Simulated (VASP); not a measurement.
# Mg (P6_3/mmc) in VASP: a series of runs, part 2 of 2

VASP 6.6.1.

## (6) Single point, PBE

The input, INCAR:

```
ALGO = Normal
EDIFF = 1E-6
ENCUT = 520
GGA = PE
ISIF = 2
ISMEAR = -1
LASPH = True
LCHARG = False
LREAL = False
LWAVE = False
NBANDS = 9
NELM = 60
PREC = Accurate
SIGMA = 0.1
```

The input, KPOINTS:

```
k-points
0
Gamma
  18 18 10
```

The input, POSCAR:

```
Mg
1.0
    2.9048540554      0.0000000000      0.0000000000
   -1.4524270277      2.5156774063      0.0000000000
    0.0000000000      0.0000000000      4.6965147833
Mg
2
Direct
    0.3333333333      0.6666666667      0.2500000000
    0.6666666667      0.3333333333      0.7500000000
```

Potentials or basis: VASP PAW PBE potentials, release 64 (Mg).

Command:

```sh
cat potpaw_PBE.64/Mg/POTCAR > POTCAR
mpirun -np 1 vasp_std > vasp.out
```

OUTCAR:

```text
EDIFF = 1E-6
   ENCUT = 520
   GGA = PE
   ISIF = 2
   ISMEAR = -1
   LASPH = True
   LREAL = False
   NELM = 60
   PREC = Accurate

 ion  position               nearest neighbor table
   1  0.333  0.667  0.250-   2 2.89   2 2.89   2 2.89   2 2.89   2 2.89   2 2.89
   2  0.667  0.333  0.750-   1 2.89   1 2.89   1 2.89   1 2.89   1 2.89   1 2.89

  LATTYP: Found a hexagonal cell.
 ALAT       =     2.9048540554
 C/A-ratio  =     1.6167816674

  Lattice vectors:

[... 474 lines left out ...]

 [... further k-points ...]

------------------------ aborting loop because EDIFF is reached ----------------------------------------

  FORCE on cell =-STRESS in cart. coord.  units (eV):
  Direction    XX          YY          ZZ          XY          YZ          ZX
  --------------------------------------------------------------------------------------
  -------------------------------------------------------------------------------------
  Total        3.9858093      3.9858093      3.9851920      0.0000000      0.0000000      0.0000000
  in kB      186.0681917    186.0681917    186.0393727      0.0000000      0.0000000      0.0000000
  external PRESSURE =     186.0585853 kB  Pullay stress =       0.0000000 kB

 VOLUME and BASIS-vectors are now :
 -----------------------------------------------------------------------------
  energy-cutoff  :      520.00
  volume of cell :       34.32
      direct lattice vectors                 reciprocal lattice vectors
     2.904854055  0.000000000  0.000000000     0.344251374  0.198753623  0.000000000
    -1.452427028  2.515677406  0.000000000     0.000000000  0.397507247  0.000000000
     0.000000000  0.000000000  4.696514783     0.000000000  0.000000000  0.212923848

 POSITION                                       TOTAL-FORCE (eV/Angst)
 -----------------------------------------------------------------------------------
     -0.00000      1.67712      1.17413         0.000000      0.000000      0.000000
      1.45243      0.83856      3.52239        -0.000000     -0.000000      0.000000
 -----------------------------------------------------------------------------------
    total drift:                                0.000000     -0.000000      0.000000

  FREE ENERGIE OF THE ION-ELECTRON SYSTEM (eV)
  ---------------------------------------------------
  free  energy   TOTEN  =        -2.5022067250 eV

  energy  without entropy=       -2.4814373811  energy(sigma->0) =       -2.49182205
```

OSZICAR:

```text
N       E                     dE             d eps       ncg     rms          rms(c)
DAV:   1     0.717503658365E+00    0.71750E+00   -0.13832E+03  3996   0.326E+02
DAV:   2    -0.248007043368E+01   -0.31976E+01   -0.31089E+01  5423   0.306E+01
DAV:   3    -0.252570903055E+01   -0.45639E-01   -0.45434E-01  5048   0.301E+00
DAV:   4    -0.252586859855E+01   -0.15957E-03   -0.15956E-03  5016   0.175E-01
DAV:   5    -0.252586939182E+01   -0.79327E-06   -0.79307E-06  4985   0.117E-02    0.949E-01
DAV:   6    -0.251269018313E+01    0.13179E-01   -0.22402E-04  4772   0.123E-01    0.605E-01
DAV:   7    -0.250225998996E+01    0.10430E-01   -0.52359E-04  4211   0.182E-01    0.286E-02
DAV:   8    -0.250220895548E+01    0.51034E-04   -0.18867E-05  5192   0.248E-02    0.642E-03
DAV:   9    -0.250220651385E+01    0.24416E-05   -0.15609E-06  4393   0.670E-03    0.776E-04
DAV:  10    -0.250220672500E+01   -0.21115E-06   -0.24452E-08  2306   0.887E-04
   1 F= -.25022067E+01 E0= -.24918221E+01  d E =-.207693E-01
```

stdout:

```text
POSCAR found type information on POSCAR Mg
 POSCAR found :  1 types and       2 ions
 scaLAPACK will be used
 LDA part: xc-table for (Slater+PW92), standard interpolation
 POSCAR, INCAR and KPOINTS ok, starting setup
 FFT: planning ... GRIDC
 FFT: planning ... GRID_SOFT
 FFT: planning ... GRID
 WAVECAR not read
 entering main loop
```

Wall time 58 s (1 thread of Intel Xeon 8259CL, shared host); peak memory 0.2 GiB.

What came out:

- Free energy: -2.5022 eV
- Pressure: 18.6 GPa
- Band gap on the k mesh: zero (bands 2 and 3 overlap by 2.16 eV)

Levels at points of the mesh, in eV from the Fermi level:
| k point | band 1 | band 2 | band 3 | band 4 | band 5 |
| --- | --- | --- | --- | --- | --- |
| (0.00, 0.00, 0.00) | -8.28 | -2.14 | -1.19 | 12.67 | 12.67 |
| (0.50, 0.00, 0.00) | -2.69 | -2.41 | 3.12 | 3.16 | 4.25 |
| (0.00, 0.00, 0.50) | -6.59 | -6.59 | 6.04 | 6.04 | 13.45 |
| (0.50, 0.00, 0.50) | -1.43 | -1.43 | -0.38 | -0.38 | 9.04 |

Caveat: the cell stands under pressure.

## (7) Relaxation of cell and atoms, PBE, target pressure 18.6 GPa, at which the enthalpy is minimised

The input, INCAR:

```
PREC     = Accurate       # precision mode
ENCUT    = 600            # plane-wave cutoff, eV
EDIFF    = 1E-7           # SCF threshold, eV
ISMEAR   = -1             # smearing method
SIGMA    = 0.1            # smearing width, eV
LREAL    = F              # projectors in reciprocal space
LASPH    = T              # aspherical terms in the spheres
NELM     = 100            # most SCF steps
ALGO     = Fast           # electronic algorithm
ISIF     = 3              # what is computed and relaxed
LWAVE    = F              # write WAVECAR
LCHARG   = F              # write CHGCAR
GGA      = PE             # functional
IBRION   = 2              # ionic algorithm
NSW      = 80             # ionic steps
EDIFFG   = -0.002         # ionic threshold
PSTRESS  = 186.0
```

The input, KPOINTS:

```
regular mesh
0
Gamma
  18 18 10
```

The input, POSCAR:

```
Mg
1.0
    2.8959582627      0.0000000000      0.0000000000
   -1.4479791314      2.5079734238      0.0000000000
    0.0000000000      0.0000000000      4.7219200702
Mg
2
Direct
    0.3333333333      0.6666666667      0.2500000000
    0.6666666667      0.3333333333      0.7500000000
```

Command:

```sh
cat potpaw_PBE.64/Mg/POTCAR > POTCAR
mpirun -np 1 vasp_std > vasp.out
```

Run time: 2.4 min. Hardware: 1 thread of Intel Xeon 8259CL, shared host; peak memory 0.21 GiB.

The run converged. Its results:

```yaml
Free_energy: -2.5025 eV
Relaxed_volume: 17.16 Å³/atom
Relaxed_cell: a = 2.905 Å, b = 2.905 Å, c = 4.697 Å, α = 90.00°, β = 90.00°, γ = 120.00°
Space_group_after_relaxing_to_0.1_Å: P6_3/mmc (No. 194)
Energy_change_on_relaxing_the_run_minimises_the_enthalpy: -1.8 meV/atom
Ionic_steps: 5
Pressure_after_relaxing: 18.6 GPa
Band_gap_on_the_k_mesh: zero (bands 2 and 3 overlap by 2.16 eV)
```

Step by step:
```
step  energy change (eV)  largest force (eV/Å)  pressure (GPa)  volume (Å³)
   1              0.0000                0.0000           18.69        34.30
   2             -0.0059                0.0000           18.55        34.34
   3             -0.0091                0.0000           18.47        34.37
   4             -0.0004                0.0000           18.69        34.29
   5             -0.0036                0.0000           18.61        34.32
```

Final structure:
```
Mg
1.0
     2.90488    0.00000    0.00000
    -1.45244    2.51570    0.00000
     0.00000    0.00000    4.69651
Mg
2
Cartesian
  0.0000 1.6771 1.1741
  1.4524 0.8386 3.5224
```

Levels at points of the mesh, in eV from the Fermi level:
| k point | band 1 | band 2 | band 3 | band 4 | band 5 | band 6 |
| --- | --- | --- | --- | --- | --- | --- |
| (0.00, 0.00, 0.00) | -8.28 | -2.14 | -1.19 | 12.67 | 12.67 | 13.43 |
| (0.50, 0.00, 0.00) | -2.69 | -2.41 | 3.12 | 3.16 | 4.25 | 4.39 |
| (0.00, 0.00, 0.50) | -6.59 | -6.59 | 6.04 | 6.04 | 13.45 | 13.45 |
| (0.50, 0.00, 0.50) | -1.43 | -1.43 | -0.38 | -0.38 | 9.04 | 9.04 |

Caveat: the cell is relaxed towards a set pressure, so the run minimises the enthalpy, not the energy.

## (8) The runs side by side

```csv
task,cell,k mesh,cutoff (eV),smearing,gap on the mesh (eV),pressure (GPa)
single point,"a = 2.896, b = 2.896, c = 4.722 Å, angles 90.0, 90.0, 120.0°, 2 atoms",9 × 9 × 4,520,gaussian 0.1 eV,none,18.7
relaxation of cell and atoms,"relaxed to 18.6 GPa from a = 2.896, b = 2.896, c = 4.722 Å, angles 90.0, 90.0, 120.0°, 2 atoms",9 × 9 × 4,600,gaussian 0.1 eV,none,18.7
relaxation of cell and atoms,"relaxed to 18.6 GPa from a = 3.209, b = 3.209, c = 5.210 Å, angles 90.0, 90.0, 120.0°, 2 atoms",9 × 9 × 4,600,gaussian 0.1 eV,none,18.5
single point,"a = 2.905, b = 2.905, c = 4.697 Å, angles 90.0, 90.0, 120.0°, 2 atoms",18 × 18 × 10,520,fermi-dirac 0.1 eV,none,18.6
relaxation of cell and atoms,"relaxed to 18.6 GPa from a = 2.896, b = 2.896, c = 4.722 Å, angles 90.0, 90.0, 120.0°, 2 atoms",18 × 18 × 10,600,fermi-dirac 0.1 eV,none,18.6
```

Alike in all rows: level PBE; potentials or basis VASP PAW PBE potentials, release 64 (Mg); no spin polarisation.

Caveats: the cell is relaxed towards a set pressure, so the run minimises the enthalpy, not the energy (at least some runs); the cell stands under pressure (at least some runs); the volume moved by over 15 % at a fixed basis, so the end points are rough (at least some runs).

Total energies depend on the potentials used, so only differences within one code and one set of settings carry meaning.
